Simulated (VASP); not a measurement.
Set up this calculation in VASP 6.6.1, as the native input.

```
Task                   : single point
Functional             : r2SCAN
Potentials or basis    : VASP PAW PBE potentials, release 64 (Mg_sv, O)
Cutoff                 : 660 eV
k mesh                 : 11 × 11 × 11
Occupations            : fermi-dirac, width 0.05 eV
Spin                   : no spin polarisation
Dipole correction      : no
Second run             : valence_matched
Further INCAR settings : ALGO = Normal; EDIFF = 1e-06; NBANDS = 15
```

Crystal: MgO.

```
Mg O
1.0
     0.00000    2.05419    2.05419
     2.05419    0.00000    2.05419
     2.05419    2.05419    0.00000
Mg O
1 1
Direct
  0.00000 0.00000 0.00000
  0.50000 0.50000 0.50000
```

The input as run:

POSCAR

```
MgO
1.0
    0.0000000000      2.0541934342      2.0541934342
    2.0541934342      0.0000000000      2.0541934342
    2.0541934342      2.0541934342      0.0000000000
Mg O
1 1
Direct
    0.0000000000      0.0000000000      0.0000000000
    0.5000000000      0.5000000000      0.5000000000
```

INCAR.step1

```
PREC = Accurate
ENCUT = 660
ISMEAR = -1
SIGMA = 0.05
LREAL = False
LASPH = True
NELM = 120
NBANDS = 15
GGA = PE
ALGO = Normal
EDIFF = 1E-5
LWAVE = True
LCHARG = False
GGA_COMPAT = False
```

INCAR.step2

```
PREC = Accurate
ENCUT = 660
EDIFF = 1E-6
ISMEAR = -1
SIGMA = 0.05
LREAL = False
LASPH = True
NELM = 120
ALGO = Normal
ISIF = 2
LWAVE = False
LCHARG = True
METAGGA = R2SCAN
LMIXTAU = True
LELF = True
LVHAR = True
NBANDS = 15
ISTART = 1
GGA_COMPAT = False
```

KPOINTS

```
regular mesh
0
Gamma
  11 11 11
```

Potentials or basis: VASP PAW PBE potentials, release 64 (Mg_sv, O).

The run is started by

```bash
$ cat potpaw_PBE.64/Mg_sv/POTCAR potpaw_PBE.64/O/POTCAR > POTCAR
$ cp INCAR.step1 INCAR
$ mpirun -np 1 vasp_std > vasp.out
$ cp INCAR.step2 INCAR
$ mpirun -np 1 vasp_std > vasp.out
```

It gave:

```
Pressure               : 13.4 GPa
Band gap on the k mesh : 6.45 eV, direct
```

Caveat: the PAW data sets were made with another functional, which shifts forces and pressure a little.

It took 43 s on 1 thread of Intel(R) Xeon(R) Platinum 8259CL CPU @ 2.50GHz (Skylake/Cascade Lake) (shared host), peak memory 0.15 GiB.
